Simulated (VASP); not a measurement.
Crystal: Li6Tl2B.

```xyz
9
Lattice="0.0000 4.0501 4.0501 4.0501 0.0000 4.0501 4.0501 4.0501 0.0000" Properties=species:S:1:pos:R:3 pbc="T T T"
Li    1.9846    4.0501    4.0501
Li    4.0501    1.9846    4.0501
Li    6.1157    4.0501    4.0501
Li    4.0501    6.1157    4.0501
Li    4.0501    4.0501    1.9846
Li    4.0501    4.0501    6.1157
Tl    2.0251    2.0251    2.0251
Tl    6.0752    6.0752    6.0752
B     0.0000    0.0000    0.0000
```

The cell was built from a structure type or drawn by symmetry, and may not be a known phase.

- Program: VASP 6.6.1
- Task: relaxation of cell and atoms
- Functional: PBE
- Potentials or basis: VASP PAW PBE potentials, release 64 (Li_sv, Tl_d, B)
- Cutoff: 600 eV
- k mesh: 4 × 4 × 4
- Occupations: gaussian, width 0.1 eV
- Spin: no spin polarisation

At the start: pressure 7.9 GPa; volume 14.76 Å³/atom.

Question: How do energy, volume and symmetry change on relaxing?

Answer: Over 4 steps the energy falls by 81.6 meV/atom and the volume is 17.61 Å³/atom (+19.3 %); space group Fm-3m (No. 225, to 0.1 Å) before and after.

The path:
```tsv
step	energy change (eV)	largest force (eV/Å)	pressure (GPa)	volume (Å³)
1	0.0000	0.9478	7.86	132.87
2	-0.6213	0.3173	2.58	147.30
3	-0.7317	0.0479	-0.36	160.19
4	-0.7345	0.0081	-0.03	158.47
```

Final structure:
```
Li Tl B
1.0
     0.00000    4.29509    4.29509
     4.29509    0.00000    4.29509
     4.29509    4.29509    0.00000
Li Tl B
6 2 1
Cartesian
  2.1874 4.2951 4.2951
  4.2951 2.1874 4.2951
  6.4028 4.2951 4.2951
  4.2951 6.4028 4.2951
  4.2951 4.2951 2.1874
  4.2951 4.2951 6.4028
  2.1475 2.1475 2.1475
  6.4426 6.4426 6.4426
  0.0000 0.0000 0.0000
```

Caveat: the cutoff is under 1.25 times the usual one of these potentials, so pressure, stress and relaxed cells hold a basis-set (Pulay) error; the volume moved by over 15 % at a fixed basis, so the end points are rough.
